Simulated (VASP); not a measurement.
# HgSe (F-43m) in VASP: further runs

The runs below take HgSe through single point, relaxation of cell and atoms, with PBE+D3(BJ).

Program: VASP 6.6.1. These are calculated values, not measurements. Logs are shortened: lines on timing, memory, paths and dates and some standing lists are left out, and cuts for length are marked.

### 1 The cell of the first run

The structure is cubic, space group F-43m (No. 216). The conventional cell has a = 6.172 Å, b = 6.172 Å, c = 6.172 Å, α = 90.00°, β = 90.00°, γ = 90.00°. Hg (site symmetry -43m) has 4 Se at 2.67 Å within 3.5 Å. Within 3.5 Å of Se (site symmetry -43m) lie 4 Hg at 2.67 Å.

### 2 Single point, PBE+D3(BJ)

Input file INCAR:

```
PREC     = Accurate       # precision mode
ENCUT    = 500            # plane-wave cutoff, eV
EDIFF    = 1E-6           # SCF threshold, eV
ISMEAR   = 0              # smearing method
SIGMA    = 0.1            # smearing width, eV
LREAL    = False          # projectors in reciprocal space
LASPH    = True           # aspherical terms in the spheres
NELM     = 120            # most SCF steps
ALGO     = Normal         # electronic algorithm
ISIF     = 2              # what is computed and relaxed
LWAVE    = False          # write WAVECAR
LCHARG   = False          # write CHGCAR
GGA      = PE             # functional
IVDW     = 12             # dispersion correction
NBANDS   = 16             # bands
GGA_COMPAT= False
```

Input file KPOINTS:

```
regular mesh
0
Gamma
  16 16 16
```

Input file POSCAR:

```
HgSe
1.0
    0.0000000000      3.0862281440      3.0862281440
    3.0862281440      0.0000000000      3.0862281440
    3.0862281440      3.0862281440      0.0000000000
Hg Se
1 1
Direct
    0.0000000000      0.0000000000      0.0000000000
    0.7500000000      0.7500000000      0.7500000000
```

Potentials or basis: VASP PAW PBE potentials, release 64 (Hg, Se).

Command:

```bash
$ cat potpaw_PBE.64/Hg/POTCAR potpaw_PBE.64/Se/POTCAR > POTCAR
$ mpirun -np 1 vasp_std > vasp.out
```

OUTCAR:

```text
PREC = Accurate
   ENCUT = 500
   EDIFF = 1E-6
   ISMEAR = 0
   LREAL = False
   LASPH = True
   NELM = 120
   ISIF = 2
   GGA = PE
   IVDW = 12
 IVDW          = 12

 ion  position               nearest neighbor table
   1  0.000  0.000  0.000-   2 2.67   2 2.67   2 2.67   2 2.67
   2  0.750  0.750  0.750-   1 2.67   1 2.67   1 2.67   1 2.67

  LATTYP: Found a face centered cubic cell.
 ALAT       =     6.1724562880

  Lattice vectors:

 A1 = (   0.0000000000,   3.0862281440,   3.0862281440)
 A2 = (   3.0862281440,   0.0000000000,   3.0862281440)
 A3 = (   3.0862281440,   3.0862281440,   0.0000000000)

Analysis of symmetry for initial positions (statically):
=====================================================================
 Subroutine PRICEL returns:
 Original cell was already a primitive cell.

 Routine SETGRP: Setting up the symmetry group for a
 face centered cubic supercell.

 Subroutine GETGRP returns: Found 24 space group operations
 (whereof 24 operations were pure point group operations)
 out of a pool of 48 trial point group operations.

The static configuration has the point symmetry T_d .

Analysis of symmetry for dynamics (positions and initial velocities):
=====================================================================
 Subroutine PRICEL returns:
 Original cell was already a primitive cell.

 Routine SETGRP: Setting up the symmetry group for a
 face centered cubic supercell.

 Subroutine GETGRP returns: Found 24 space group operations
 (whereof 24 operations were pure point group operations)
 out of a pool of 48 trial point group operations.

The dynamic configuration has the point symmetry T_d .

 Subroutine INISYM returns: Found 24 space group operations
 (whereof 24 operations are pure point group operations),
 and found     1 'primitive' translations

----------------------------------------------------------------------------------------

                                     Primitive cell

  volume of cell :      58.7914

  direct lattice vectors                    reciprocal lattice vectors
     0.000000000  3.086228144  3.086228144    -0.162010058  0.162010058  0.162010058
     3.086228144  0.000000000  3.086228144     0.162010058 -0.162010058  0.162010058
     3.086228144  3.086228144  0.000000000     0.162010058  0.162010058 -0.162010058

  length of vectors
     4.364585698  4.364585698  4.364585698     0.280609651  0.280609651  0.280609651

  position of ions in fractional coordinates (direct lattice)
     0.000000000  0.000000000  0.000000000
     0.750000000  0.750000000  0.750000000

  ion indices of the primitive-cell ions
   primitive index   ion index
                 1           1
                 2           2

----------------------------------------------------------------------------------------

 KPOINTS: regular mesh

Automatic generation of k-mesh.
 Grid dimensions read from file:
 generate k-points for:   16   16   16

 Generating k-lattice:

  Cartesian coordinates                     Fractional coordinates (reciprocal lattice)
    -0.010125629  0.010125629  0.010125629     0.062500000  0.000000000  0.000000000
     0.010125629 -0.010125629  0.010125629     0.000000000  0.062500000  0.000000000
     0.010125629  0.010125629 -0.010125629     0.000000000  0.000000000  0.062500000

  Length of vectors
     0.017538103  0.017538103  0.017538103

  Shift w.r.t. Gamma in fractional coordinates (k-lattice)
     0.000000000  0.000000000  0.000000000

 Subroutine IBZKPT returns following result:
 ===========================================

 Found    145 irreducible k-points:

 Following reciprocal coordinates:
            Coordinates               Weight
  0.000000  0.000000  0.000000      1.000000
  0.062500  0.000000  0.000000      8.000000
  0.125000  0.000000  0.000000      8.000000
  0.187500  0.000000  0.000000      8.000000
  0.250000  0.000000  0.000000      8.000000
  0.312500  0.000000  0.000000      8.000000
[... 16 lines left out ...]
 -0.125000  0.062500  0.000000     24.000000
 -0.062500  0.062500  0.000000     12.000000
 [... further k-points ...]
   k-points           NKPTS =    145   k-points in BZ     NKDIM =    145   number of bands    NBANDS=     16
   number of dos      NEDOS =    301   number of ions     NIONS =      2
   total plane-waves  NPLWV =  32768
   dimension x,y,z NGX =    32 NGY =   32 NGZ =   32
   dimension x,y,z NGXF=    64 NGYF=   64 NGZF=   64
   ions per type =               1   1
   NGX,Y,Z   is equivalent  to a cutoff of  12.19, 12.19, 12.19 a.u.
   NGXF,Y,Z  is equivalent  to a cutoff of  24.38, 24.38, 24.38 a.u.
 SYSTEM =  unknown system
   PREC   = accura    normal or accurate (medium, high low for compatibility)
   ISTART =      0    job   : 0-new  1-cont  2-samecut
   ICHARG =      2    charge: 1-file 2-atom 10-const
   ISPIN  =      1    spin polarized calculation?
   LNONCOLLINEAR =      F non collinear calculations
   LSORBIT =      F    spin-orbit coupling
   LASPH  =      T    aspherical Exc in radial PAW
   ENCUT  =  500.0 eV  36.75 Ry    6.06 a.u.   7.96  7.96  7.96*2*pi/ulx,y,z
   NELM   =    120;   NELMIN=  2; NELMDL= -5     # of ELM steps
   EDIFF  = 0.1E-05   stopping-criterion for ELM
   LREAL  =      F    real-space projection
   EDIFFG = 0.1E-04   stopping-criterion for IOM
   NSW    =      0    number of steps for IOM
   IBRION =     -1    ionic relax: 0-MD 1-quasi-New 2-CG
   NFREE  =      0    steps in history (QN), initial steepest desc. (CG)
   ISIF   =      2    stress and relaxation
   ISYM   =      2    0-nonsym 1-usesym 2-fastsym
   POTIM  = 0.5000    time-step for ionic-motion
   TEBEG  =    0.0;   TEEND  =   0.0 temperature during run
   PSTRESS=    0.0 pullay stress
   NELECT =      18.0000    total number of electrons
   NUPDOWN=      -1.0000    fix difference up-down
   EMIN   =  10.00;   EMAX   =-10.00  energy-range for DOS
   EFERMI =   0.00;   METHOD = LEGACY
   ISMEAR =     0;   SIGMA  =   0.10  broadening in eV -4-tet -1-fermi 0-gaus
   EFERMI_NEDOS =   21; number of points for ismear=-14 and -15
   IALGO  =     38    algorithm
   IMIX   =      4    mixing-type and parameters
     AMIX     =   0.40;   BMIX     =  1.00
     AMIX_MAG =   1.60;   BMIX_MAG =  1.00
  volume/ion in A,a.u.               =      29.40       198.37
  Fermi-wavevector in a.u.,A,eV,Ry     =   1.103386  2.085098 16.564571  1.217462
  Thomas-Fermi vector in A             =   2.239844
   LORBIT       =      0    0 simple, 1 ext, 2 COOP (PROOUT), +10 PAW based schemes
   GGA     = PE    functional components
   LHFCALC =     F    Hartree Fock is set to
   AEXX    =    0.0000 exact exchange contribution
   IVDW    =    12    specifies the selected vdW correction
   LEPSILON=     F    determine dielectric tensor
   LRPA    =     F    only Hartree local field effects (RPA)
 non-spin polarized calculation
 Gauss-broadening in eV      SIGMA  =   0.10
  energy-cutoff  :      500.00
  volume of cell :       58.79
 maximum number of plane-waves:      1524
   NGX = 15   NGY = 15   NGZ = 15

 number of electron      17.9999997 magnetization

 Free energy of the ion-electron system (eV)
  ---------------------------------------------------
  ext. energy  EPLUGINS =         0.00000000
  ---------------------------------------------------
  free energy    TOTEN  =        -4.06998764 eV

  energy without entropy =       -4.06987792  energy(sigma->0) =       -4.06993278

 E-fermi :   1.4194     XC(G=0):  -8.8419

 val. band max:        1.3306043654   @ k =   0.0000   0.0000   0.0000
 cond. band min:       1.5543373878   @ k =   0.0625   0.0000   0.0000
 fundamental gap:      0.2237330224
 Fermi energy:         1.4194132379

 k-point     1 :       0.0000    0.0000    0.0000
  band No.  band energies     occupation
      1     -11.8291      2.00000
      2      -5.5822      2.00000
      3      -5.5822      2.00000
      4      -5.5822      2.00000
      5      -4.9118      2.00000
      6      -4.9118      2.00000
[... 8 lines left out ...]
     15      12.5631      0.00000
     16      12.5631      0.00000

 k-point     2 :       0.0625    0.0000    0.0000
  band No.  band energies     occupation
      1     -11.8136      2.00000
      2      -5.5755      2.00000
      3      -5.5749      2.00000
      4      -5.5749      2.00000
      5      -4.9125      2.00000
      6      -4.9125      2.00000
[... 8 lines left out ...]
     15      12.1908      0.00000
     16      12.1908      0.00000

 k-point     3 :       0.1250    0.0000    0.0000
  band No.  band energies     occupation
      1     -11.7691      2.00000
      2      -5.5544      2.00000
      3      -5.5544      2.00000
      4      -5.5518      2.00000
      5      -4.9137      2.00000
      6      -4.9137      2.00000
[... 8 lines left out ...]
     15      11.7533      0.00000
     16      11.7533      0.00000

 k-point     4 :       0.1875    0.0000    0.0000
  band No.  band energies     occupation
      1     -11.7015      2.00000
      2      -5.5250      2.00000
      3      -5.5250      2.00000
      4      -5.5014      2.00000
      5      -4.9134      2.00000
      6      -4.9134      2.00000
[... 8 lines left out ...]
     15      11.4903      0.00000
     16      11.4903      0.00000
[... 324 lines left out ...]
 k-point    22 :      -0.1875    0.0625    0.0000
  band No.  band energies     occupation
      1     -11.6640      2.00000
      2      -5.5152      2.00000
      3      -5.5038      2.00000
      4      -5.4663      2.00000
      5      -4.9252      2.00000
      6      -4.8995      2.00000
[... 8 lines left out ...]
     15      11.1803      0.00000
     16      11.8514      0.00000

 k-point    23 :      -0.1250    0.0625    0.0000
  band No.  band energies     occupation
      1     -11.7362      2.00000
      2      -5.5453      2.00000
      3      -5.5421      2.00000
      4      -5.5225      2.00000
      5      -4.9233      2.00000
      6      -4.9051      2.00000
[... 8 lines left out ...]
     15      11.2777      0.00000
     16      11.7076      0.00000

 k-point    24 :      -0.0625    0.0625    0.0000
  band No.  band energies     occupation
      1     -11.7884      2.00000
      2      -5.5676      2.00000
      3      -5.5666      2.00000
      4      -5.5551      2.00000
      5      -4.9181      2.00000
      6      -4.9087      2.00000
[... 8 lines left out ...]
     15      11.6691      0.00000
     16      11.9846      0.00000

 [... further k-points ...]

------------------------ aborting loop because EDIFF is reached ----------------------------------------

 Edisp (eV)   -0.63756

 E8    (eV) :    -0.2757

  FORCE on cell =-STRESS in cart. coord.  units (eV):
  Direction    XX          YY          ZZ          XY          YZ          ZX
  --------------------------------------------------------------------------------------
  -------------------------------------------------------------------------------------
  Total       0.08587     0.08587     0.08587     0.00000     0.00000    -0.00000
  in kB       2.34023     2.34023     2.34023     0.00000     0.00000    -0.00000
  external pressure =        2.34 kB  Pullay stress =        0.00 kB

 VOLUME and BASIS-vectors are now :
 -----------------------------------------------------------------------------
  energy-cutoff  :      500.00
  volume of cell :       58.79
      direct lattice vectors                 reciprocal lattice vectors
     0.000000000  3.086228144  3.086228144    -0.162010058  0.162010058  0.162010058
     3.086228144  0.000000000  3.086228144     0.162010058 -0.162010058  0.162010058
     3.086228144  3.086228144  0.000000000     0.162010058  0.162010058 -0.162010058

 POSITION                                       TOTAL-FORCE (eV/Angst)
 -----------------------------------------------------------------------------------
      0.00000      0.00000      0.00000        -0.000000     -0.000000     -0.000000
      4.62934      4.62934      4.62934         0.000000      0.000000      0.000000
 -----------------------------------------------------------------------------------
    total drift:                               -0.000000     -0.000000     -0.000000

  FREE ENERGIE OF THE ION-ELECTRON SYSTEM (eV)
  ---------------------------------------------------
  free  energy   TOTEN  =        -4.7075486231 eV

  energy  without entropy=       -4.7074389000  energy(sigma->0) =       -4.70749376
```

It took 48 s on 1 thread of Intel Xeon Platinum 8488C (Sapphire Rapids), shared host; peak memory 0.27 GiB.

What came out:

```
Free energy                : -4.7075 eV
Pressure                   : 0.2 GPa
Band gap on the k mesh     : zero (filled and empty bands touch)
Dispersion energy per atom : -0.319 eV
```

Caveat: spin-orbit coupling is left out, which moves the levels of the heavy elements; pairwise dispersion overbinds metals, which lowers pressure and volume.

### 3 Relaxation of cell and atoms, PBE+D3(BJ)

This run uses another cell than the first one, of 29.69 Å³/atom, 1.010 times its volume.

Input file INCAR:

```
ALGO = Normal
EDIFF = 1E-7
EDIFFG = -0.02
ENCUT = 500
GGA = PE
GGA_COMPAT = False
IBRION = 2
ISIF = 3
ISMEAR = 0
IVDW = 12
LASPH = True
LCHARG = False
LREAL = False
LWAVE = False
NELM = 120
NELMIN = 4
NSW = 70
PREC = Accurate
SIGMA = 0.1
```

Input file KPOINTS:

```
k-points
0
Gamma
  16 16 16
```

Input file POSCAR:

```
HgSe
1.0
    0.0000000000      3.0963260000      3.0963260000
    3.0963260000      0.0000000000      3.0963260000
    3.0963260000      3.0963260000      0.0000000000
Hg Se
1 1
Direct
    0.0000000000      0.0000000000      0.0000000000
    0.7500000000      0.7500000000      0.7500000000
```

Potentials or basis: VASP PAW PBE potentials, release 64 (Hg, Se).

Command:

```bash
$ cat potpaw_PBE.64/Hg/POTCAR potpaw_PBE.64/Se/POTCAR > POTCAR
$ mpirun -np 1 vasp_std > vasp.out
```

It took 65 s on 1 thread of Intel Xeon Platinum 8488C (Sapphire Rapids), shared host; peak memory 0.27 GiB.

Results (log left out):

```
Free energy                            : -4.7079 eV
Relaxed volume                         : 29.50 Å³/atom
Relaxed cell                           : a = 4.370 Å, b = 4.370 Å, c = 4.370 Å, α = 60.00°, β = 60.00°, γ = 60.00°
Space group after relaxing (to 0.05 Å) : F-43m (No. 216)
Energy gained by relaxing              : 0.1 meV/atom
Ionic steps                            : 2
Pressure after relaxing                : 0.1 GPa
Band gap on the k mesh                 : zero (filled and empty bands touch)
Dispersion energy per atom             : -0.318 eV
```

The path:
```tsv
step	energy change (eV)	largest force (eV/Å)	pressure (GPa)	volume (Å³)
1	0.0000	0.0000	-0.24	59.37
2	-0.0002	0.0000	0.07	59.00
```

Final structure:
```cif
data_structure
_symmetry_space_group_name_H-M 'P 1'
_symmetry_Int_Tables_number 1
_cell_length_a 4.3696
_cell_length_b 4.3696
_cell_length_c 4.3696
_cell_angle_alpha 60.000
_cell_angle_beta 60.000
_cell_angle_gamma 60.000
_cell_volume 59.00
loop_
_atom_site_label
_atom_site_type_symbol
_atom_site_fract_x
_atom_site_fract_y
_atom_site_fract_z
_atom_site_occupancy
Hg1 Hg 0.00000 0.00000 0.00000 1
Se1 Se 0.75000 0.75000 0.75000 1
```

Levels at points of the mesh, in eV from the Fermi level:
| k point | band 6 | band 7 | band 8 | band 9 | band 10 | band 11 | band 12 | band 13 |
| --- | --- | --- | --- | --- | --- | --- | --- | --- |
| (0.00, 0.00, 0.00) | -6.32 | -1.09 | -0.09 | -0.09 | -0.09 | 5.46 | 5.46 | 5.46 |
| (0.50, 0.00, 0.00) | -6.03 | -5.28 | -0.97 | -0.97 | 1.02 | 6.19 | 6.19 | 6.82 |
| (0.50, 0.50, 0.00) | -5.99 | -4.95 | -2.19 | -2.19 | 2.65 | 3.02 | 8.28 | 9.53 |

Caveat: spin-orbit coupling is left out, which moves the levels of the heavy elements; pairwise dispersion overbinds metals, which lowers pressure and volume.
